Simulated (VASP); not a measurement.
Here is a VASP 6.6.1 calculation.

Contents of INCAR:

```
SYSTEM = Os
PREC = Accurate
ENCUT = 520
EDIFF = 1E-6
ISMEAR = 1
SIGMA = 0.1
LREAL = .FALSE.
LASPH = .TRUE.
NELM = 100
ALGO = Normal
ISIF = 2
LWAVE = .FALSE.
LCHARG = .FALSE.
LDIPOL = .TRUE.
IDIPOL = 3
DIPOL = 0.5 0.5 0.500
GGA = PE
NBANDS = 24
```

Contents of KPOINTS:

```
regular mesh
0
G
  7 7 1
  0 0 0
```

Contents of POSCAR:

```
Os
1.0
    2.7341000000      0.0000000000      0.0000000000
   -1.3670500000      2.3678000000      0.0000000000
    0.0000000000      0.0000000000     18.4795500000
Os
4
Direct
    0.3333333333      0.6666666667      0.3246832309
    0.6666666667      0.3333333333      0.4415610770
    0.3333333333      0.6666666667      0.5584389230
    0.6666666667      0.3333333333      0.6753167691
```

Potentials or basis: VASP PAW PBE potentials, release 64 (Os).

Run with:

```bash
$ cat potpaw_PBE.64/Os/POTCAR > POTCAR
$ mpirun -np 1 vasp_std > vasp.out
```

Predict the largest force.

0.910 eV/Å.

What does it give for the band gap on the k mesh?

Zero (band 16 reaches 2.87 eV, above the bottom of band 17 at 0.53 eV).

Forces in eV/Å, atoms in the order of the input:
```
Os   0.000  0.000  0.743
Os   0.000  0.000 -0.910
Os   0.000  0.000  0.910
Os   0.000  0.000 -0.743
```

Caveat: the k points lie up to 0.38 Å⁻¹ apart; spin-orbit coupling is left out, which moves the levels of the heavy elements.
